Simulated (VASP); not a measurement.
# Hf2S (P6_3/mmc) in VASP: a series of runs

Hf2S is run at these levels: r2SCAN; tasks: single point.

Everything below comes from runs of VASP 6.6.1. Logs are shortened: lines on timing, memory, paths and dates and some standing lists are left out, and cuts for length are marked.

## 1. The cell of the first run

The structure is hexagonal, space group P6_3/mmc (No. 194). Conventional cell: a = 3.374 Å, b = 3.374 Å, c = 11.717 Å, α = 90.00°, β = 90.00°, γ = 120.00°. Hf (site symmetry 3m) has 3 S at 2.62 Å and 10 Hf at 3.05 to 3.51 Å within 3.6 Å. Within 3.5 Å of S (site symmetry -6m2) lie 6 Hf at 2.62 Å and 6 S at 3.37 Å.

## 2. Single point, r2SCAN

Contents of POSCAR:

```
Hf2S
1.0
    3.3742737662      0.0000000000      0.0000000000
   -1.6871368831      2.9222068008      0.0000000000
    0.0000000000      0.0000000000     11.7174070300
Hf S
4 2
Direct
    0.6666666667      0.3333333333      0.8998116400
    0.3333333333      0.6666666667      0.3998116400
    0.6666666667      0.3333333333      0.6001883600
    0.3333333333      0.6666666667      0.1001883600
    0.0000000000      0.0000000000      0.7500000000
    0.0000000000      0.0000000000      0.2500000000
```

Contents of INCAR.step1:

```
PREC     = Accurate       # precision mode
ENCUT    = 520            # plane-wave cutoff, eV
ISMEAR   = 0              # smearing method
SIGMA    = 0.01           # smearing width, eV
LREAL    = F              # projectors in reciprocal space
LASPH    = T              # aspherical terms in the spheres
NELM     = 100            # most SCF steps
NBANDS   = 35             # bands
GGA      = PE             # functional
ALGO     = Normal         # electronic algorithm
EDIFF    = 1E-4           # SCF threshold, eV
LWAVE    = T              # write WAVECAR
LCHARG   = F              # write CHGCAR
```

Contents of INCAR.step2:

```
PREC     = Accurate       # precision mode
ENCUT    = 520            # plane-wave cutoff, eV
EDIFF    = 1E-6           # SCF threshold, eV
ISMEAR   = 0              # smearing method
SIGMA    = 0.01           # smearing width, eV
LREAL    = F              # projectors in reciprocal space
LASPH    = T              # aspherical terms in the spheres
NELM     = 100            # most SCF steps
ALGO     = Normal         # electronic algorithm
ISIF     = 2              # what is computed and relaxed
LWAVE    = F              # write WAVECAR
LCHARG   = F              # write CHGCAR
METAGGA  = R2SCAN         # meta-GGA
LMIXTAU  = T            
NBANDS   = 35             # bands
ISTART   = 1
```

Contents of KPOINTS:

```
Automatic mesh
0
Gamma
  6 6 2
```

Potentials or basis: VASP PAW PBE potentials, release 64 (Hf_pv, S).

Run with:

```bash
$ cat potpaw_PBE.64/Hf_pv/POTCAR potpaw_PBE.64/S/POTCAR > POTCAR
$ cp INCAR.step1 INCAR
$ mpirun -np 1 vasp_std > vasp.out
$ cp INCAR.step2 INCAR
$ mpirun -np 1 vasp_std > vasp.out
```

OUTCAR:

```text
PREC = Accurate
   ENCUT = 520
   EDIFF = 1E-6
   ISMEAR = 0
   LREAL = F
   LASPH = T
   NELM = 100
   ISIF = 2
   METAGGA = R2SCAN
   ISTART = 1

 ion  position               nearest neighbor table
   1  0.667  0.333  0.900-   5 2.62   5 2.62   5 2.62   4 3.05   4 3.05   4 3.05   3 3.51
   2  0.333  0.667  0.400-   6 2.62   6 2.62   6 2.62   3 3.05   3 3.05   3 3.05   4 3.51
   3  0.667  0.333  0.600-   5 2.62   5 2.62   5 2.62   2 3.05   2 3.05   2 3.05   1 3.51
   4  0.333  0.667  0.100-   6 2.62   6 2.62   6 2.62   1 3.05   1 3.05   1 3.05   2 3.51
   5  0.000  0.000  0.750-   1 2.62   3 2.62   1 2.62   3 2.62   1 2.62   3 2.62
   6  0.000  0.000  0.250-   2 2.62   4 2.62   2 2.62   4 2.62   2 2.62   4 2.62

  LATTYP: Found a hexagonal cell.
 ALAT       =     3.3742737662
 C/A-ratio  =     3.4725715345

  Lattice vectors:

 A1 = (   3.3742737662,   0.0000000000,   0.0000000000)
 A2 = (  -1.6871368831,   2.9222068008,   0.0000000000)
 A3 = (   0.0000000000,   0.0000000000,  11.7174070300)

Analysis of symmetry for initial positions (statically):
=====================================================================
 Subroutine PRICEL returns:
 Original cell was already a primitive cell.

 Routine SETGRP: Setting up the symmetry group for a
 hexagonal supercell.

 Subroutine GETGRP returns: Found 24 space group operations
 (whereof 12 operations were pure point group operations)
 out of a pool of 24 trial point group operations.

The static configuration has the point symmetry D_3d.
 The point group associated with its full space group is D_6h.

Analysis of symmetry for dynamics (positions and initial velocities):
=====================================================================
 Subroutine PRICEL returns:
 Original cell was already a primitive cell.

 Routine SETGRP: Setting up the symmetry group for a
 hexagonal supercell.

 Subroutine GETGRP returns: Found 24 space group operations
 (whereof 12 operations were pure point group operations)
 out of a pool of 24 trial point group operations.

The dynamic configuration has the point symmetry D_3d.
 The point group associated with its full space group is D_6h.

 Subroutine INISYM returns: Found 24 space group operations
 (whereof 12 operations are pure point group operations),
 and found     1 'primitive' translations

----------------------------------------------------------------------------------------

                                     Primitive cell

  volume of cell :     115.5375

  direct lattice vectors                    reciprocal lattice vectors
     3.374273766  0.000000000  0.000000000     0.296360067  0.171103565  0.000000000
    -1.687136883  2.922206801  0.000000000     0.000000000  0.342207129  0.000000000
     0.000000000  0.000000000 11.717407030     0.000000000  0.000000000  0.085343114

  length of vectors
     3.374273766  3.374273766 11.717407030     0.342207129  0.342207129  0.085343114

  position of ions in fractional coordinates (direct lattice)
     0.666666667  0.333333333  0.899811640
     0.333333333  0.666666667  0.399811640
     0.666666667  0.333333333  0.600188360
     0.333333333  0.666666667  0.100188360
     0.000000000  0.000000000  0.750000000
     0.000000000  0.000000000  0.250000000

  ion indices of the primitive-cell ions
   primitive index   ion index
                 1           1
                 2           2
                 3           3
                 4           4
                 5           5
                 6           6

----------------------------------------------------------------------------------------

 KPOINTS: Automatic mesh

Automatic generation of k-mesh.
 Grid dimensions read from file:
 generate k-points for:    6    6    2

 Generating k-lattice:

  Cartesian coordinates                     Fractional coordinates (reciprocal lattice)
     0.049393345  0.028517261  0.000000000     0.166666667 -0.000000000  0.000000000
     0.000000000  0.057034522  0.000000000     0.000000000  0.166666667  0.000000000
     0.000000000  0.000000000  0.042671557     0.000000000  0.000000000  0.500000000

  Length of vectors
     0.057034522  0.057034522  0.042671557

  Shift w.r.t. Gamma in fractional coordinates (k-lattice)
     0.000000000  0.000000000  0.000000000

 Subroutine IBZKPT returns following result:
 ===========================================

 Found     14 irreducible k-points:

 Following reciprocal coordinates:
            Coordinates               Weight
  0.000000  0.000000  0.000000      1.000000
  0.166667 -0.000000  0.000000      6.000000
  0.333333 -0.000000  0.000000      6.000000
  0.500000 -0.000000  0.000000      3.000000
  0.166667  0.166667  0.000000      6.000000
  0.333333  0.166667  0.000000     12.000000
  0.333333  0.333333  0.000000      2.000000
  0.000000  0.000000  0.500000      1.000000
  0.166667 -0.000000  0.500000      6.000000
  0.333333 -0.000000  0.500000      6.000000
  0.500000 -0.000000  0.500000      3.000000
  0.166667  0.166667  0.500000      6.000000
  0.333333  0.166667  0.500000     12.000000
  0.333333  0.333333  0.500000      2.000000
   k-points           NKPTS =     14   k-points in BZ     NKDIM =     14   number of bands    NBANDS=     35
   number of dos      NEDOS =    301   number of ions     NIONS =      6
   total plane-waves  NPLWV =  70560
   dimension x,y,z NGX =    28 NGY =   28 NGZ =   90
   dimension x,y,z NGXF=    56 NGYF=   56 NGZF=  180
   ions per type =               4   2
   NGX,Y,Z   is equivalent  to a cutoff of  13.80, 13.80, 12.77 a.u.
   NGXF,Y,Z  is equivalent  to a cutoff of  27.59, 27.59, 25.54 a.u.
 SYSTEM =  unknown system
   PREC   = accura    normal or accurate (medium, high low for compatibility)
   ISTART =      1    job   : 0-new  1-cont  2-samecut
   ICHARG =      0    charge: 1-file 2-atom 10-const
   ISPIN  =      1    spin polarized calculation?
   LNONCOLLINEAR =      F non collinear calculations
   LSORBIT =      F    spin-orbit coupling
   LASPH  =      T    aspherical Exc in radial PAW
   ENCUT  =  520.0 eV  38.22 Ry    6.18 a.u.   6.27  6.27 21.79*2*pi/ulx,y,z
   NELM   =    100;   NELMIN=  2; NELMDL=  0     # of ELM steps
   EDIFF  = 0.1E-05   stopping-criterion for ELM
   LREAL  =      F    real-space projection
   EDIFFG = 0.1E-04   stopping-criterion for IOM
   NSW    =      0    number of steps for IOM
   IBRION =     -1    ionic relax: 0-MD 1-quasi-New 2-CG
   NFREE  =      0    steps in history (QN), initial steepest desc. (CG)
   ISIF   =      2    stress and relaxation
   ISYM   =      2    0-nonsym 1-usesym 2-fastsym
   POTIM  = 0.5000    time-step for ionic-motion
   TEBEG  =    0.0;   TEEND  =   0.0 temperature during run
   PSTRESS=    0.0 pullay stress
   NELECT =      52.0000    total number of electrons
   NUPDOWN=      -1.0000    fix difference up-down
   EMIN   =  10.00;   EMAX   =-10.00  energy-range for DOS
   EFERMI =   0.00;   METHOD = LEGACY
   ISMEAR =     0;   SIGMA  =   0.01  broadening in eV -4-tet -1-fermi 0-gaus
   EFERMI_NEDOS =   21; number of points for ismear=-14 and -15
   IALGO  =     38    algorithm
   IMIX   =      4    mixing-type and parameters
     AMIX     =   0.40;   BMIX     =  1.00
     AMIX_MAG =   1.60;   BMIX_MAG =  1.00
  volume/ion in A,a.u.               =      19.26       129.95
  Fermi-wavevector in a.u.,A,eV,Ry     =   1.254590  2.370831 21.415503  1.573995
  Thomas-Fermi vector in A             =   2.388387
   LORBIT       =      0    0 simple, 1 ext, 2 COOP (PROOUT), +10 PAW based schemes
   METAGGA = R2SCAN    functional components
   LHFCALC =     F    Hartree Fock is set to
   AEXX    =    0.0000 exact exchange contribution
   IVDW    =     0    specifies the selected vdW correction
   LEPSILON=     F    determine dielectric tensor
   LRPA    =     F    only Hartree local field effects (RPA)
 non-spin polarized calculation
 Gauss-broadening in eV      SIGMA  =   0.01
  energy-cutoff  :      520.00
  volume of cell :      115.54
 maximum number of plane-waves:      3139
 NGX is ok and might be reduce to    28
   NGX = 13   NGY = 13   NGZ = 43

 number of electron      52.0000002 magnetization

 Free energy of the ion-electron system (eV)
  ---------------------------------------------------
  ext. energy  EPLUGINS =         0.00000000
  ---------------------------------------------------
  free energy    TOTEN  =      -203.70779816 eV

  energy without entropy =     -203.70750369  energy(sigma->0) =     -203.70765093

 E-fermi :   6.3996     XC(G=0): -12.1418

 val. band max:        6.3674214679   @ k =   0.1667  -0.0000   0.0000
 cond. band min:       6.4064250739   @ k =   0.1667  -0.0000   0.0000
 fundamental gap:      0.0390036059
 Fermi energy:         6.3995844468

 k-point     1 :       0.0000    0.0000    0.0000
  band No.  band energies     occupation
      1     -26.1016      2.00000
      2     -25.9837      2.00000
      3     -25.6352      2.00000
      4     -25.5601      2.00000
      5     -25.5601      2.00000
      6     -25.5507      2.00000
[... 27 lines left out ...]
     34       9.1812      0.00000
     35       9.3437      0.00000

 k-point     2 :       0.1667   -0.0000    0.0000
  band No.  band energies     occupation
      1     -26.0642      2.00000
      2     -25.9569      2.00000
      3     -25.7417      2.00000
      4     -25.6835      2.00000
      5     -25.5903      2.00000
      6     -25.5804      2.00000
[... 27 lines left out ...]
     34       9.1517      0.00000
     35       9.2191      0.00000

 k-point     3 :       0.3333   -0.0000    0.0000
  band No.  band energies     occupation
      1     -26.0076      2.00000
      2     -25.9334      2.00000
      3     -25.9179      2.00000
      4     -25.8722      2.00000
      5     -25.6889      2.00000
      6     -25.6470      2.00000
[... 27 lines left out ...]
     34       9.8017      0.00000
     35      10.0056      0.00000

 k-point     4 :       0.5000   -0.0000    0.0000
  band No.  band energies     occupation
      1     -26.0110      2.00000
      2     -26.0035      2.00000
      3     -25.9693      2.00000
      4     -25.9477      2.00000
      5     -25.6820      2.00000
      6     -25.6742      2.00000
[... 27 lines left out ...]
     34      10.8101      0.00000
     35      11.3517      0.00000

 k-point     5 :       0.1667    0.1667    0.0000
  band No.  band energies     occupation
      1     -26.0134      2.00000
      2     -25.9285      2.00000
      3     -25.8524      2.00000
      4     -25.8002      2.00000
      5     -25.7178      2.00000
      6     -25.6896      2.00000
[... 258 lines left out ...]
 k-point    12 :       0.1667    0.1667    0.5000
  band No.  band energies     occupation
      1     -25.9779      2.00000
      2     -25.9779      2.00000
      3     -25.8230      2.00000
      4     -25.8230      2.00000
      5     -25.7029      2.00000
      6     -25.7029      2.00000
[... 27 lines left out ...]
     34       8.9164      0.00000
     35      10.3856      0.00000

 k-point    13 :       0.3333    0.1667    0.5000
  band No.  band energies     occupation
      1     -25.9649      2.00000
      2     -25.9649      2.00000
      3     -25.9287      2.00000
      4     -25.9287      2.00000
      5     -25.7588      2.00000
      6     -25.7588      2.00000
[... 27 lines left out ...]
     34      10.2336      0.00000
     35      11.0661      0.00000

 k-point    14 :       0.3333    0.3333    0.5000
  band No.  band energies     occupation
      1     -25.9280      2.00000
      2     -25.9280      2.00000
      3     -25.8906      2.00000
      4     -25.8906      2.00000
      5     -25.8628      2.00000
      6     -25.8628      2.00000
[... 27 lines left out ...]
     34       9.8781      0.00000
     35      10.6529      0.00000

------------------------ aborting loop because EDIFF is reached ----------------------------------------

  FORCE on cell =-STRESS in cart. coord.  units (eV):
  Direction    XX          YY          ZZ          XY          YZ          ZX
  --------------------------------------------------------------------------------------
  -------------------------------------------------------------------------------------
  Total        0.0708989      0.0708989     -0.3177927      0.0000000      0.0000000      0.0000000
  in kB        0.9831674      0.9831674     -4.4068855      0.0000000      0.0000000      0.0000000
  external PRESSURE =      -0.8135169 kB  Pullay stress =       0.0000000 kB

 VOLUME and BASIS-vectors are now :
 -----------------------------------------------------------------------------
  energy-cutoff  :      520.00
  volume of cell :      115.54
      direct lattice vectors                 reciprocal lattice vectors
     3.374273766  0.000000000  0.000000000     0.296360067  0.171103565  0.000000000
    -1.687136883  2.922206801  0.000000000     0.000000000  0.342207129  0.000000000
     0.000000000  0.000000000 11.717407030     0.000000000  0.000000000  0.085343114

 POSITION                                       TOTAL-FORCE (eV/Angst)
 -----------------------------------------------------------------------------------
      1.68714      0.97407     10.54346         0.000000     -0.000000     -0.082997
     -0.00000      1.94814      4.68476        -0.000000     -0.000000     -0.082997
      1.68714      0.97407      7.03265         0.000000     -0.000000      0.082997
     -0.00000      1.94814      1.17395        -0.000000     -0.000000      0.082997
      0.00000      0.00000      8.78806        -0.000000      0.000000      0.000000
      0.00000      0.00000      2.92935         0.000000     -0.000000      0.000000
 -----------------------------------------------------------------------------------
    total drift:                                0.000000      0.000000     -0.000000

  FREE ENERGIE OF THE ION-ELECTRON SYSTEM (eV)
  ---------------------------------------------------
  free  energy   TOTEN  =      -203.7077981630 eV

  energy  without entropy=     -203.7075036926  energy(sigma->0) =     -203.70765093
```

Wall time 3.7 min (1 thread of AMD EPYC 7R43 (Zen 3), shared host); peak memory 0.25 GiB.

Results:

```yaml
Free_energy: -203.7078 eV
Pressure: -0.1 GPa
Largest_force: 0.083 eV/Å
Band_gap_on_the_k_mesh: zero (bands 26 and 27 overlap by 0.89 eV)
```

Forces in eV/Å, atoms in the order of the input:
```
Hf   0.000  0.000 -0.083
Hf   0.000  0.000 -0.083
Hf   0.000  0.000  0.083
Hf   0.000  0.000  0.083
S    0.000  0.000  0.000
S    0.000  0.000  0.000
```

Levels at points of the mesh, in eV from the Fermi level:
```tsv
k point	band 23	band 24	band 25	band 26	band 27	band 28	band 29	band 30
(0.00, 0.00, 0.00)	-1.84	-0.23	0.12	0.55	0.55	0.66	0.66	0.96
(0.50, 0.00, 0.00)	-1.93	-1.43	-1.42	-0.93	-0.33	0.99	1.21	2.63
(0.00, 0.00, 0.50)	-1.28	-1.28	0.51	0.51	0.51	0.51	1.55	1.55
(0.50, 0.00, 0.50)	-1.84	-1.84	-1.21	-1.21	0.48	0.48	1.54	1.54
```

Caveat: the PAW data sets were made with another functional, which shifts forces and pressure a little; spin-orbit coupling is left out, which moves the levels of the heavy elements.

## 3. Single point, r2SCAN

POSCAR is that of step 2.

Contents of INCAR.step1:

```
ALGO     = Normal         # electronic algorithm
EDIFF    = 1E-4           # SCF threshold, eV
ENCUT    = 520            # plane-wave cutoff, eV
GGA      = PE             # functional
ISMEAR   = 0              # smearing method
LASPH    = True           # aspherical terms in the spheres
LCHARG   = False          # write CHGCAR
LREAL    = False          # projectors in reciprocal space
LWAVE    = True           # write WAVECAR
NBANDS   = 35             # bands
NELM     = 80             # most SCF steps
PREC     = Accurate       # precision mode
SIGMA    = 0.05           # smearing width, eV
```

Contents of INCAR.step2:

```
ALGO     = Normal         # electronic algorithm
EDIFF    = 1E-7           # SCF threshold, eV
ENCUT    = 520            # plane-wave cutoff, eV
ISIF     = 2              # what is computed and relaxed
ISMEAR   = 0              # smearing method
ISTART   = 1            
LASPH    = True           # aspherical terms in the spheres
LCHARG   = False          # write CHGCAR
LMIXTAU  = True         
LREAL    = False          # projectors in reciprocal space
LWAVE    = False          # write WAVECAR
METAGGA  = R2SCAN         # meta-GGA
NBANDS   = 35             # bands
NELM     = 80             # most SCF steps
PREC     = Accurate       # precision mode
SIGMA    = 0.05           # smearing width, eV
```

Contents of KPOINTS:

```
k-points
0
Gamma
  6 6 2
```

Potentials or basis: VASP PAW PBE potentials, release 64 (Hf_pv, S).

Run with:

```bash
$ cat potpaw_PBE.64/Hf_pv/POTCAR potpaw_PBE.64/S/POTCAR > POTCAR
$ cp INCAR.step1 INCAR
$ mpirun -np 1 vasp_std > vasp.out
$ cp INCAR.step2 INCAR
$ mpirun -np 1 vasp_std > vasp.out
```

Wall time 5.3 min (1 thread of AMD EPYC 7R43 (Zen 3), shared host); peak memory 0.26 GiB.

It converged, with:

| Quantity | Value |
| --- | --- |
| Free energy | -203.7104 eV |
| Pressure | -0.1 GPa |
| Largest force | 0.058 eV/Å |
| Band gap on the k mesh | zero (bands 26 and 27 overlap by 0.89 eV) |

Forces in eV/Å, atoms in the order of the input:
```
Hf   0.000  0.000 -0.058
Hf   0.000  0.000 -0.058
Hf   0.000  0.000  0.058
Hf   0.000  0.000  0.058
S    0.000  0.000  0.000
S    0.000  0.000  0.000
```

Stress tensor (GPa, compression positive):
```
 0.06  0.00  0.00
 0.00  0.06  0.00
 0.00  0.00 -0.34
```

Levels at points of the mesh, in eV from the Fermi level:
```csv
k point,band 23,band 24,band 25,band 26,band 27,band 28,band 29,band 30
"(0.00, 0.00, 0.00)",-1.84,-0.23,0.11,0.55,0.55,0.66,0.66,0.95
"(0.50, 0.00, 0.00)",-1.94,-1.44,-1.42,-0.94,-0.34,0.99,1.21,2.62
"(0.00, 0.00, 0.50)",-1.28,-1.28,0.50,0.50,0.50,0.50,1.55,1.55
"(0.50, 0.00, 0.50)",-1.84,-1.84,-1.21,-1.21,0.48,0.48,1.54,1.54
```

Caveat: the PAW data sets were made with another functional, which shifts forces and pressure a little; spin-orbit coupling is left out, which moves the levels of the heavy elements.

(Part 1 of 2 ends here.)
